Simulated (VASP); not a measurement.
A run of VASP 6.6.1 is set up as follows.

Contents of POSCAR:

```
Te2Mo
1.0
    6.4037401044      0.0000000000      0.0000000000
    0.0000000000      3.5034527586      0.0000000000
   -0.0863090623      0.0000000000     36.4154728842
Te Mo
4 2
Direct
    0.4292511000      0.7500000000      0.5407035800
    0.5707489000      0.2500000000      0.4592964200
    0.9208478700      0.2500000000      0.5565273200
    0.0791521300      0.7500000000      0.4434726800
    0.1813475600      0.2500000000      0.4974653700
    0.8186524400      0.7500000000      0.5025346300
```

Contents of INCAR.step1:

```
PREC = Accurate ; ENCUT = 520
ISMEAR = -1 ; SIGMA = 0.05
LREAL = F ; LASPH = T
NELM = 100 ; NBANDS = 35
GGA = PE ; ALGO = Normal
EDIFF = 1E-4 ; LWAVE = T
LCHARG = F
```

File INCAR.step2:

```
PREC = Accurate ; ENCUT = 520
EDIFF = 1E-6 ; ISMEAR = -1
SIGMA = 0.05 ; LREAL = F
LASPH = T ; NELM = 100
ALGO = Normal ; ISIF = 2
LWAVE = F ; LCHARG = F
METAGGA = R2SCAN ; LMIXTAU = T
NBANDS = 35 ; ISTART = 1
```

File KPOINTS:

```
regular mesh
0
Gamma
  4 8 1
```

Potentials or basis: VASP PAW PBE potentials, release 64 (Te, Mo_sv).

The run is started by

```sh
$ cat potpaw_PBE.64/Te/POTCAR potpaw_PBE.64/Mo_sv/POTCAR > POTCAR
$ cp INCAR.step1 INCAR
$ mpirun -np 1 vasp_std > vasp.out
$ cp INCAR.step2 INCAR
$ mpirun -np 1 vasp_std > vasp.out
```

Task: What does it give for the largest force?

Result: 0.286 eV/Å.

Task: Predict the band gap on the k mesh.

Result: Zero (bands 26 and 27 overlap by 0.11 eV).

Forces on the atoms (eV/Å):
```
Te  -0.012  0.000 -0.162
Te   0.012  0.000  0.162
Te  -0.009  0.000 -0.286
Te   0.009  0.000  0.286
Mo  -0.068  0.000 -0.011
Mo   0.068  0.000  0.011
```

Caveat: there is no dipole correction, which matters where the two faces differ; the PAW data sets were made with another functional, which shifts forces and pressure a little; spin-orbit coupling is left out, which moves the levels of the heavy elements.
